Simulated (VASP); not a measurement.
# ScAl3As4 (P-43m) in VASP: notebook, part 3 of 4

VASP 6.6.1. Earlier steps stand in the parts before.

### 5 Relaxation of cell and atoms, PBE

This run uses another cell than the first one, of 19.14 Å³/atom.

Contents of INCAR:

```
SYSTEM = ScAl3As4
  ALGO = Normal
  EDIFF = 1E-7
  EDIFFG = -0.08
  ENCUT = 500
  GGA = PE
  GGA_COMPAT = .False.
  IBRION = 2
  ISIF = 3
  ISMEAR = 0
  LASPH = .True.
  LCHARG = .False.
  LREAL = .False.
  LWAVE = .False.
  NELM = 120
  NELMIN = 4
  NSW = 36
  PREC = Accurate
  SIGMA = 0.2
```

Contents of KPOINTS:

```
k-points
0
Gamma
  3 3 3
  0 0 0
```

Contents of POSCAR:

```
ScAl3As4
1.0
    5.3500000000      0.0000000000      0.0000000000
    0.0000000000      5.3500000000      0.0000000000
    0.0000000000      0.0000000000      5.3500000000
Sc Al As
1 3 4
Direct
    0.0000000000      0.0000000000      0.0000000000
    0.5000000000      0.0000000000      0.5000000000
    0.0000000000      0.5000000000      0.5000000000
    0.5000000000      0.5000000000      0.0000000000
    0.7400000000      0.7400000000      0.2600000000
    0.7400000000      0.2600000000      0.7400000000
    0.2600000000      0.7400000000      0.7400000000
    0.2600000000      0.2600000000      0.2600000000
```

Potentials or basis: VASP PAW PBE potentials, release 64 (Sc_sv, Al, As).

On the command line:

```sh
cat potpaw_PBE.64/Sc_sv/POTCAR potpaw_PBE.64/Al/POTCAR potpaw_PBE.64/As/POTCAR > POTCAR
mpirun -np 1 vasp_std > vasp.out
```

OUTCAR:

```text
SYSTEM = ScAl3As4
   EDIFF = 1E-7
   EDIFFG = -0.08
   ENCUT = 500
   GGA = PE
   IBRION = 2
   ISIF = 3
   ISMEAR = 0
   LASPH = .True.
   LREAL = .False.
   NELM = 120
   NELMIN = 4
   NSW = 36
   PREC = Accurate

 ion  position               nearest neighbor table
   1  0.000  0.000  0.000-   5 2.41   6 2.41   7 2.41   8 2.41
   2  0.500  0.000  0.500-   5 2.29   6 2.29   7 2.29   8 2.29
   3  0.000  0.500  0.500-   5 2.29   6 2.29   7 2.29   8 2.29
   4  0.500  0.500  0.000-   5 2.29   6 2.29   7 2.29   8 2.29
   5  0.740  0.740  0.260-   2 2.29   3 2.29   4 2.29   1 2.41
   6  0.740  0.260  0.740-   2 2.29   3 2.29   4 2.29   1 2.41
   7  0.260  0.740  0.740-   2 2.29   3 2.29   4 2.29   1 2.41
   8  0.260  0.260  0.260-   2 2.29   3 2.29   4 2.29   1 2.41

  LATTYP: Found a simple cubic cell.
 ALAT       =     5.3500000000

  Lattice vectors:

 A1 = (   5.3500000000,   0.0000000000,   0.0000000000)
 A2 = (   0.0000000000,   5.3500000000,   0.0000000000)
 A3 = (   0.0000000000,   0.0000000000,   5.3500000000)

Analysis of symmetry for initial positions (statically):
=====================================================================
 Subroutine PRICEL returns:
 Original cell was already a primitive cell.

 Routine SETGRP: Setting up the symmetry group for a
 simple cubic supercell.

 Subroutine GETGRP returns: Found 24 space group operations
 (whereof 24 operations were pure point group operations)
 out of a pool of 48 trial point group operations.

The static configuration has the point symmetry T_d .

Analysis of symmetry for dynamics (positions and initial velocities):
=====================================================================
 Subroutine PRICEL returns:
 Original cell was already a primitive cell.

 Routine SETGRP: Setting up the symmetry group for a
 simple cubic supercell.

 Subroutine GETGRP returns: Found 24 space group operations
 (whereof 24 operations were pure point group operations)
 out of a pool of 48 trial point group operations.

The dynamic configuration has the point symmetry T_d .

 Subroutine INISYM returns: Found 24 space group operations
 (whereof 24 operations are pure point group operations),
 and found     1 'primitive' translations

----------------------------------------------------------------------------------------

                                     Primitive cell

  volume of cell :     153.1304

  direct lattice vectors                    reciprocal lattice vectors
     5.350000000  0.000000000  0.000000000     0.186915888  0.000000000  0.000000000
     0.000000000  5.350000000  0.000000000     0.000000000  0.186915888  0.000000000
     0.000000000  0.000000000  5.350000000     0.000000000  0.000000000  0.186915888

  length of vectors
     5.350000000  5.350000000  5.350000000     0.186915888  0.186915888  0.186915888

  position of ions in fractional coordinates (direct lattice)
     0.000000000  0.000000000  0.000000000
     0.500000000  0.000000000  0.500000000
     0.000000000  0.500000000  0.500000000
     0.500000000  0.500000000  0.000000000
     0.740000000  0.740000000  0.260000000
     0.740000000  0.260000000  0.740000000
     0.260000000  0.740000000  0.740000000
     0.260000000  0.260000000  0.260000000

  ion indices of the primitive-cell ions
   primitive index   ion index
                 1           1
                 2           2
                 3           3
                 4           4
                 5           5
                 6           6
                 7           7
                 8           8

----------------------------------------------------------------------------------------

 KPOINTS: k-points

Automatic generation of k-mesh.
 Grid dimensions read from file:
 generate k-points for:    3    3    3

 Generating k-lattice:

  Cartesian coordinates                     Fractional coordinates (reciprocal lattice)
     0.062305296  0.000000000  0.000000000     0.333333333  0.000000000  0.000000000
     0.000000000  0.062305296  0.000000000     0.000000000  0.333333333  0.000000000
     0.000000000  0.000000000  0.062305296     0.000000000  0.000000000  0.333333333

  Length of vectors
     0.062305296  0.062305296  0.062305296

  Shift w.r.t. Gamma in fractional coordinates (k-lattice)
     0.000000000  0.000000000  0.000000000

 Subroutine IBZKPT returns following result:
 ===========================================

 Found      4 irreducible k-points:

 Following reciprocal coordinates:
            Coordinates               Weight
  0.000000  0.000000  0.000000      1.000000
  0.333333  0.000000  0.000000      6.000000
  0.333333  0.333333  0.000000     12.000000
  0.333333  0.333333  0.333333      8.000000
   k-points           NKPTS =      4   k-points in BZ     NKDIM =      4   number of bands    NBANDS=     25
   number of dos      NEDOS =    301   number of ions     NIONS =      8
   total plane-waves  NPLWV =  64000
   dimension x,y,z NGX =    40 NGY =   40 NGZ =   40
   dimension x,y,z NGXF=    80 NGYF=   80 NGZF=   80
   ions per type =               1   3   4
   NGX,Y,Z   is equivalent  to a cutoff of  12.43, 12.43, 12.43 a.u.
   NGXF,Y,Z  is equivalent  to a cutoff of  24.86, 24.86, 24.86 a.u.
 SYSTEM =  ScAl3As4
   PREC   = accura    normal or accurate (medium, high low for compatibility)
   ISTART =      0    job   : 0-new  1-cont  2-samecut
   ICHARG =      2    charge: 1-file 2-atom 10-const
   ISPIN  =      1    spin polarized calculation?
   LNONCOLLINEAR =      F non collinear calculations
   LSORBIT =      F    spin-orbit coupling
   LASPH  =      T    aspherical Exc in radial PAW
   ENCUT  =  500.0 eV  36.75 Ry    6.06 a.u.   9.75  9.75  9.75*2*pi/ulx,y,z
   NELM   =    120;   NELMIN=  4; NELMDL= -5     # of ELM steps
   EDIFF  = 0.1E-06   stopping-criterion for ELM
   LREAL  =      F    real-space projection
   EDIFFG = -.8E-01   stopping-criterion for IOM
   NSW    =     36    number of steps for IOM
   IBRION =      2    ionic relax: 0-MD 1-quasi-New 2-CG
   NFREE  =      1    steps in history (QN), initial steepest desc. (CG)
   ISIF   =      3    stress and relaxation
   ISYM   =      2    0-nonsym 1-usesym 2-fastsym
   POTIM  = 0.5000    time-step for ionic-motion
   TEBEG  =    0.0;   TEEND  =   0.0 temperature during run
   PSTRESS=    0.0 pullay stress
   NELECT =      40.0000    total number of electrons
   NUPDOWN=      -1.0000    fix difference up-down
   EMIN   =  10.00;   EMAX   =-10.00  energy-range for DOS
   EFERMI =   0.00;   METHOD = LEGACY
   ISMEAR =     0;   SIGMA  =   0.20  broadening in eV -4-tet -1-fermi 0-gaus
   EFERMI_NEDOS =   21; number of points for ismear=-14 and -15
   IALGO  =     38    algorithm
   IMIX   =      4    mixing-type and parameters
     AMIX     =   0.40;   BMIX     =  1.00
     AMIX_MAG =   1.60;   BMIX_MAG =  1.00
  volume/ion in A,a.u.               =      19.14       129.17
  Fermi-wavevector in a.u.,A,eV,Ry     =   1.046504  1.977607 14.900711  1.095171
  Thomas-Fermi vector in A             =   2.181345
   LORBIT       =      0    0 simple, 1 ext, 2 COOP (PROOUT), +10 PAW based schemes
   GGA     = PE    functional components
   LHFCALC =     F    Hartree Fock is set to
   AEXX    =    0.0000 exact exchange contribution
   IVDW    =     0    specifies the selected vdW correction
   LEPSILON=     F    determine dielectric tensor
   LRPA    =     F    only Hartree local field effects (RPA)
 conjugate gradient relaxation of ions
 non-spin polarized calculation
 Gauss-broadening in eV      SIGMA  =   0.20
  energy-cutoff  :      500.00
  volume of cell :      153.13
 maximum number of plane-waves:      3896
 NGX is ok and might be reduce to    40
   NGX = 19   NGY = 19   NGZ = 19

--------------------------------------- Ionic step        1  -------------------------------------------

 number of electron      40.0000006 magnetization

 Free energy of the ion-electron system (eV)
  ---------------------------------------------------
  ext. energy  EPLUGINS =         0.00000000
  ---------------------------------------------------
  free energy    TOTEN  =       -37.08730820 eV

  energy without entropy =      -37.08730820  energy(sigma->0) =      -37.08730820

 E-fermi :   5.6745     XC(G=0):  -9.8830

 val. band max:        4.8356383202   @ k =   0.3333   0.3333   0.0000
 cond. band min:       6.4817149125   @ k =   0.0000   0.0000   0.0000
 fundamental gap:      1.6460765924
 Fermi energy:         5.6745174901

 k-point     1 :       0.0000    0.0000    0.0000
  band No.  band energies     occupation
      1     -43.1244      2.00000
      2     -21.8979      2.00000
      3     -21.8979      2.00000
      4     -21.8979      2.00000
      5      -7.3880      2.00000
      6      -4.8316      2.00000
[... 308 lines left out ...]
  energy  without entropy=      -40.3612901960  energy(sigma->0) =      -40.36129020

--------------------------------------- Ionic step        6  -------------------------------------------

 number of electron      39.9999994 magnetization

 Free energy of the ion-electron system (eV)
  ---------------------------------------------------
  ext. energy  EPLUGINS =         0.00000000
  ---------------------------------------------------
  free energy    TOTEN  =       -40.36261096 eV

  energy without entropy =      -40.36261096  energy(sigma->0) =      -40.36261096

 E-fermi :   3.5371     XC(G=0):  -8.8274

 val. band max:        2.6839484396   @ k =   0.3333   0.3333   0.0000
 cond. band min:       4.3447768191   @ k =   0.0000   0.0000   0.0000
 fundamental gap:      1.6608283794
 Fermi energy:         3.5370513275

 k-point     1 :       0.0000    0.0000    0.0000
  band No.  band energies     occupation
      1     -46.1217      2.00000
      2     -24.7730      2.00000
      3     -24.7730      2.00000
      4     -24.7730      2.00000
      5      -8.1215      2.00000
      6      -6.4683      2.00000
[... 136 lines left out ...]
  FREE ENERGIE OF THE ION-ELECTRON SYSTEM (eV)
  ---------------------------------------------------
  free  energy   TOTEN  =       -40.3626109645 eV

  energy  without entropy=      -40.3626109631  energy(sigma->0) =      -40.36261096

 reached required accuracy - stopping structural energy minimisation
```

It took 70 s on 1 thread of Intel Xeon 6975P-C (Granite Rapids), shared host; peak memory 0.25 GiB.

What came out:

```
Free energy                           : -40.3626 eV
Relaxed volume                        : 24.83 Å³/atom
Relaxed cell                          : a = 5.835 Å, b = 5.835 Å, c = 5.835 Å, α = 90.00°, β = 90.00°, γ = 90.00°
Space group after relaxing (to 0.1 Å) : P-43m (No. 215)
Energy gained by relaxing             : 409.4 meV/atom
Ionic steps                           : 6
Pressure after relaxing               : 0.2 GPa
Largest force after relaxing          : 0.004 eV/Å
Band gap on the k mesh                : 1.66 eV (least direct gap 1.68 eV)
```

Forces in eV/Å, atoms in the order of the input:
```
Sc   0.000  0.000  0.000
Al   0.000  0.000  0.000
Al   0.000  0.000  0.000
Al   0.000  0.000  0.000
As  -0.002 -0.002  0.002
As  -0.002  0.002 -0.002
As   0.002 -0.002 -0.002
As   0.002  0.002  0.002
```

The path:
| step | energy change (eV) | largest force (eV/Å) | pressure (GPa) | volume (Å³) |
| --- | --- | --- | --- | --- |
| 1 | 0.0000 | 0.0637 | 28.39 | 153.13 |
| 2 | -2.0207 | 0.3114 | -8.01 | 241.28 |
| 3 | -3.2705 | 0.1724 | -0.10 | 199.52 |
| 4 | -3.2702 | 0.1682 | 0.22 | 198.51 |
| 5 | -3.2740 | 0.0843 | 0.22 | 198.57 |
| 6 | -3.2753 | 0.0040 | 0.23 | 198.63 |

Final structure:
```
Sc Al As
1.0
     5.83462    0.00000    0.00000
     0.00000    5.83462    0.00000
     0.00000    0.00000    5.83462
Sc Al As
1 3 4
Direct
  0.00000 0.00000 0.00000
  0.50000 0.00000 0.50000
  0.00000 0.50000 0.50000
  0.50000 0.50000 0.00000
  0.74129 0.74129 0.25871
  0.74129 0.25871 0.74129
  0.25871 0.74129 0.74129
  0.25871 0.25871 0.25871
```

Caveat: the volume moved by over 15 % at a fixed basis, so the end points are rough; an odd mesh through Γ misses points on the zone boundary, where band edges can lie.

(Continued in part 4 of 4.)
